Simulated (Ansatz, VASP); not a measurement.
## One calculation of Si2Sn3, two programs

The input INCAR:

```
SYSTEM = Si2Sn3
PREC     = Accurate       ! precision mode
ENCUT    = 520            ! plane-wave cutoff, eV
EDIFF    = 1E-6           ! SCF threshold, eV
ISMEAR   = 0              ! smearing method
SIGMA    = 0.1            ! smearing width, eV
LREAL    = .FALSE.        ! projectors in reciprocal space
LASPH    = .TRUE.         ! aspherical terms in the spheres
NELM     = 100            ! most SCF steps
ALGO     = Normal         ! electronic algorithm
ISIF     = 2              ! what is computed and relaxed
LWAVE    = .FALSE.        ! write WAVECAR
LCHARG   = .FALSE.        ! write CHGCAR
GGA      = PE             ! functional
NBANDS   = 33             ! bands
```

The input KPOINTS:

```
Automatic mesh
0
G
  6 6 2
  0 0 0
```

The input POSCAR:

```
Si2Sn3
1.0
    3.0432594600      0.0000000000      0.0000000000
   -1.5216297300      2.6355400000      0.0000000000
    0.0000000000      0.0000000000     14.2889877000
Si Sn
2 3
Direct
    0.0000000000      0.0000000000      0.6000000000
    0.0000000000      0.0000000000      0.4000000000
    0.0000000000      0.0000000000      0.8000000000
    0.0000000000      0.0000000000      0.0000000000
    0.0000000000      0.0000000000      0.2000000000
```

Input for Ansatz:

```yaml
crystal:
  lattice:
    - [3.04325946, 0.0, 0.0]
    - [-1.52162973, 2.63554, 0.0]
    - [0.0, 0.0, 14.2889877]
  atoms:
    - { symbol: Si, position: [0.0, 0.0, 0.6] }
    - { symbol: Si, position: [0.0, 0.0, 0.4] }
    - { symbol: Sn, position: [0.0, 0.0, 0.8] }
    - { symbol: Sn, position: [0.0, 0.0, 0.0] }
    - { symbol: Sn, position: [0.0, 0.0, 0.2] }
basis:
  ecutwfc: 420
kpoints:
  mp_grid: { grid: [6, 6, 2] }
hamiltonian:
  xc: pbe
scf:
  occupations: { method: gaussian, width: 0.1 }
  lower_state_search: "off"
output:
  forces: true
  stress: true
  eigenvalues: true
```

Alike in both runs: task single point; functional PBE; k mesh 6 × 6 × 2; occupations gaussian, width 0.1 eV; no spin polarisation.

|  | VASP | Ansatz |
| --- | --- | --- |
| version | VASP 6.6.1 | Ansatz 0.2.0 |
| potentials or method | VASP PAW PBE potentials, release 64 (Si, Sn_d), cutoff 520 eV | scalar-relativistic, plane waves, PAW |
| valence electrons in the cell | 50 | 50 |

|  | VASP | Ansatz | Ansatz less VASP |
| --- | --- | --- | --- |
| gap on the k mesh at the Fermi level (eV) | none | none | - |
| pressure (GPa) | 4.2 | 4.2 | +0.04 |
| traceless stress, the component that is largest in VASP (GPa) | 6.51 | 6.51 | +0.002 |
| rms of the force components (eV/Å) | 0.485 | 0.484 | -0.0012 |

Atom by atom the forces differ by 0.002 eV/Å (rms over components). A gap of «none» marks a metal or a gap that the smearing closes. With one functional, cell and mesh, what is left measures potentials, basis and numerics.

The k mesh is coarse, so the values compare programs but aren't converged.
